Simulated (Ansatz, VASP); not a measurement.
# ZrSi4Pd: VASP beside Ansatz

```xyz
6
Lattice="0.0000 3.5651 3.5651 3.5651 0.0000 3.5651 3.5651 3.5651 0.0000" Properties=species:S:1:pos:R:3 pbc="T T T"
Zr    1.7825    1.7825    1.7825
Si    2.6630    4.4672    2.6630
Si    4.4672    4.4672    4.4672
Si    4.4672    2.6630    2.6630
Si    2.6630    2.6630    4.4672
Pd    0.0000    0.0000    0.0000
```

Alike in both runs: functional PBE; k mesh 10 × 10 × 10; occupations gaussian, width 0.1 eV; no spin polarisation.

Ansatz relaxed the structure, and its values are those at the end. VASP's run is a single point on that final structure, the one shown.

|  | VASP | Ansatz |
| --- | --- | --- |
| version | VASP 6.6.1 | Ansatz 0.2.0 |
| potentials or method | VASP PAW PBE potentials, release 64 (Zr_sv, Si, Pd), cutoff 520 eV | scalar-relativistic, plane waves, PAW |
| valence electrons in the cell | 38 | 46 |

Ansatz gave:

```
gap on the k mesh at the Fermi level (eV) : none
pressure (GPa)                            : 0.0
```

What did VASP give for the same quantities?

gap on the k mesh at the Fermi level (eV): none; pressure (GPa): -0.1.

A gap of «none» marks a metal or a gap that the smearing closes. VASP's potentials hold 38 valence electrons a cell and Ansatz's 46, so a difference there can come from the potentials and not from the codes.
